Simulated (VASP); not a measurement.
Crystal: In2O3.

```
In O
1.0
    -5.05850    5.05850    5.05850
     5.05850   -5.05850    5.05850
     5.05850    5.05850   -5.05850
In O
16 24
Direct
  0.50000 0.50000 0.50000
  0.50000 0.00000 0.00000
  0.00000 0.50000 0.00000
  0.00000 0.00000 0.50000
  0.25000 0.71630 0.46630
  0.75000 0.78370 0.03370
  0.46630 0.25000 0.71630
  0.03370 0.75000 0.78370
  0.71630 0.46630 0.25000
  0.78370 0.03370 0.75000
  0.75000 0.28370 0.53370
  0.25000 0.21630 0.96630
  0.53370 0.75000 0.28370
  0.96630 0.25000 0.21630
  0.28370 0.53370 0.75000
  0.21630 0.96630 0.25000
  0.53540 0.77080 0.54700
  0.72380 0.98840 0.95300
  0.96460 0.51160 0.23540
  0.77620 0.72920 0.26460
  0.54700 0.53540 0.77080
  0.95300 0.72380 0.98840
  0.23540 0.96460 0.51160
  0.26460 0.77620 0.72920
  0.77080 0.54700 0.53540
  0.98840 0.95300 0.72380
  0.51160 0.23540 0.96460
  0.72920 0.26460 0.77620
  0.46460 0.22920 0.45300
  0.27620 0.01160 0.04700
  0.03540 0.48840 0.76460
  0.22380 0.27080 0.73540
  0.45300 0.46460 0.22920
  0.04700 0.27620 0.01160
  0.76460 0.03540 0.48840
  0.73540 0.22380 0.27080
  0.22920 0.45300 0.46460
  0.01160 0.04700 0.27620
  0.48840 0.76460 0.03540
  0.27080 0.73540 0.22380
```

- Program: VASP 6.6.1
- Task: relaxation of volume and atoms at fixed shape
- Functional: r2SCAN
- Potentials or basis: VASP PAW PBE potentials, release 64 (In_d, O)
- Cutoff: 600 eV
- k mesh: 2 × 2 × 2
- Occupations: gaussian, width 0.02 eV
- Spin: no spin polarisation

At the start: pressure 2.7 GPa; volume 12.94 Å³/atom.

Problem. Where does the relaxation end?

Solution. Over 13 steps the energy falls by 4.5 meV/atom and the volume is 13.17 Å³/atom (+1.7 %); space group Ia-3 (No. 206, to 0.1 Å) before and after.

The path:
```tsv
step	energy change (eV)	largest force (eV/Å)	pressure (GPa)	volume (Å³)
1	0.0000	0.3630	2.67	517.76
2	-0.0863	0.1761	-2.66	534.11
3	-0.1320	0.2032	-0.73	527.98
4	-0.1699	0.0797	-0.06	526.29
5	-0.1713	0.0787	0.12	525.89
6	-0.1769	0.0466	0.03	526.39
7	-0.1789	0.0400	-0.09	526.88
8	-0.1805	0.0174	0.08	526.41
9	-0.1806	0.0187	0.13	526.27
10	-0.1810	0.0252	-0.10	527.04
11	-0.1811	0.0245	-0.06	526.84
12	-0.1816	0.0167	-0.05	526.81
13	-0.1818	0.0053	-0.04	526.80
```

Final structure:
```xyz
40
Lattice="-5.0878 5.0878 5.0878 5.0878 -5.0878 5.0878 5.0878 5.0878 -5.0878" Properties=species:S:1:pos:R:3 pbc="T T T"
In    2.5439    2.5439    2.5439
In   -2.5439    2.5439    2.5439
In    2.5439   -2.5439    2.5439
In    2.5439    2.5439   -2.5439
In    4.7432    0.0000    2.5439
In    0.3446    0.0000    7.6317
In    2.5439    4.7432    0.0000
In    7.6317    0.3446    0.0000
In    0.0000    2.5439    4.7432
In    0.0000    7.6317    0.3446
In    0.3446    5.0878    2.5439
In    4.7432    5.0878   -2.5439
In    2.5439    0.3446    5.0878
In   -2.5439    4.7432    5.0878
In    5.0878    2.5439    0.3446
In    5.0878   -2.5439    4.7432
O     3.9701    1.5737    3.8883
O     6.2054    3.5141    3.8883
O    -1.1177    3.5141    6.2873
O     1.1177    1.5737    6.2873
O     3.8883    3.9701    1.5737
O     3.8883    6.2054    3.5141
O     6.2873   -1.1177    3.5141
O     6.2873    1.1177    1.5737
O     1.5737    3.8883    3.9701
O     3.5141    3.8883    6.2054
O     3.5141    6.2873   -1.1177
O     1.5737    6.2873    1.1177
O     1.1177    3.5141    1.1995
O    -1.1177    1.5737    1.1995
O     6.2054    1.5737   -1.1995
O     3.9701    3.5141   -1.1995
O     1.1995    1.1177    3.5141
O     1.1995   -1.1177    1.5737
O    -1.1995    6.2054    1.5737
O    -1.1995    3.9701    3.5141
O     3.5141    1.1995    1.1177
O     1.5737    1.1995   -1.1177
O     1.5737   -1.1995    6.2054
O     3.5141   -1.1995    3.9701
```

Caveat: the k points lie up to 0.44 Å⁻¹ apart in the final cell; the PAW data sets were made with another functional, which shifts forces and pressure a little.
